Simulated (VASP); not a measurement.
## Al4BSbP2: relaxation of cell and atoms with PBE

Crystal: Al4BSbP2.

```
CELL_PARAMETERS angstrom
3.65906 -3.88258 0.00000
3.65906 3.88258 0.00000
0.00000 0.00000 5.89597
ATOMIC_POSITIONS crystal
Al 0.21123 0.21123 0.26478
Al 0.78877 0.78877 0.26478
Al 0.78992 0.21008 0.75048
Al 0.21008 0.78992 0.75048
B 0.00000 0.00000 0.99291
Sb 0.50000 0.50000 0.98414
P 0.00000 0.50000 0.49681
P 0.50000 0.00000 0.49681
```

- Program: VASP 6.6.1
- Task: relaxation of cell and atoms
- Functional: PBE
- Potentials or basis: VASP PAW PBE potentials, release 64 (Al, B, Sb, P)
- Cutoff: 600 eV
- k mesh: 6 × 6 × 6
- Occupations: gaussian, width 0.1 eV
- Spin: no spin polarisation
- Dipole correction: no
- Further INCAR settings: ALGO = Fast; EDIFF = 1e-06; IBRION = 2; EDIFFG = -0.01; NSW = 100; ISIF = 3

```yaml
Relaxed_volume: 20.96 Å³/atom
Relaxed_cell: a = 5.324 Å, b = 5.324 Å, c = 5.915 Å, α = 90.00°, β = 90.00°, γ = 90.08°
Space_group_after_relaxing_to_0.1_Å: P-42m (No. 111)
Energy_gained_by_relaxing: 8.3 meV/atom
Ionic_steps: 15
Pressure_after_relaxing: 0.0 GPa
Largest_force_after_relaxing: 0.010 eV/Å
Band_gap_on_the_k_mesh: zero (bands 15 and 16 overlap by 1.59 eV)
```

Forces in eV/Å, atoms in the order of the input:
```
Al  -0.003  0.000 -0.007
Al   0.003  0.000 -0.007
Al   0.000  0.003  0.000
Al   0.000 -0.003  0.000
B    0.000  0.000 -0.002
Sb   0.000  0.000 -0.002
P    0.000  0.000  0.010
P    0.000  0.000  0.010
```

Stress tensor (GPa, compression positive):
```
 0.03  0.00  0.00
 0.00 -0.03  0.00
 0.00  0.00 -0.07
```

Step by step:
| step | energy change (eV) | largest force (eV/Å) | pressure (GPa) | volume (Å³) |
| --- | --- | --- | --- | --- |
| 1 | 0.0000 | 0.3639 | -0.06 | 167.52 |
| 2 | -0.0223 | 0.2166 | 0.07 | 167.32 |
| 3 | -0.0391 | 0.1729 | 0.32 | 166.97 |
| 4 | -0.0529 | 0.1299 | 0.14 | 167.38 |
| 5 | -0.0614 | 0.1277 | -0.12 | 168.01 |
| 6 | -0.0615 | 0.1244 | -0.11 | 167.99 |
| 7 | -0.0635 | 0.0737 | -0.05 | 167.83 |
| 8 | -0.0650 | 0.0423 | 0.05 | 167.57 |
| 9 | -0.0650 | 0.0404 | 0.06 | 167.54 |
| 10 | -0.0655 | 0.0327 | -0.02 | 167.70 |
| 11 | -0.0658 | 0.0387 | -0.16 | 167.99 |
| 12 | -0.0661 | 0.0340 | -0.11 | 167.86 |
| 13 | -0.0665 | 0.0221 | 0.05 | 167.50 |
| 14 | -0.0666 | 0.0161 | 0.03 | 167.55 |
| 15 | -0.0668 | 0.0096 | -0.02 | 167.68 |

Final structure:
```
Al B Sb P
1.0
     3.76209   -3.76755    0.00000
     3.76209    3.76755    0.00000
     0.00000    0.00000    5.91525
Al B Sb P
4 1 1 2
Cartesian
  1.5860 0.0000 1.5264
  5.9382 0.0000 1.5264
  3.7621 -2.1818 4.3924
  3.7621 2.1818 4.3924
  3.7621 3.7676 0.0017
  3.7621 0.0000 5.9136
  1.8810 1.8838 2.9575
  5.6431 1.8838 2.9575
```

Levels at points of the mesh, in eV from the Fermi level:
| k point | band 13 | band 14 | band 15 | band 16 | band 17 | band 18 |
| --- | --- | --- | --- | --- | --- | --- |
| (0.00, 0.00, 0.00) | -1.35 | 0.09 | 0.14 | 0.93 | 0.94 | 1.60 |
| (0.50, 0.00, 0.00) | -1.55 | -1.14 | -0.89 | -0.67 | 2.26 | 2.58 |
| (0.50, 0.50, 0.00) | -1.28 | -0.27 | 0.84 | 0.85 | 3.69 | 3.80 |
| (0.00, 0.00, 0.50) | -1.20 | -1.18 | 0.14 | 0.16 | 2.08 | 3.06 |
| (0.50, 0.00, 0.50) | -1.31 | -0.78 | -0.42 | -0.40 | 2.88 | 2.96 |
| (0.50, 0.50, 0.50) | -0.26 | -0.24 | 0.92 | 0.94 | 2.11 | 2.39 |

Run time: 46 min on 1 thread of Oxide Virtual Turin-like Processor, on a shared host, peak memory 0.5 GiB.

Caveat: spin-orbit coupling is left out, which moves the levels of the heavy elements.
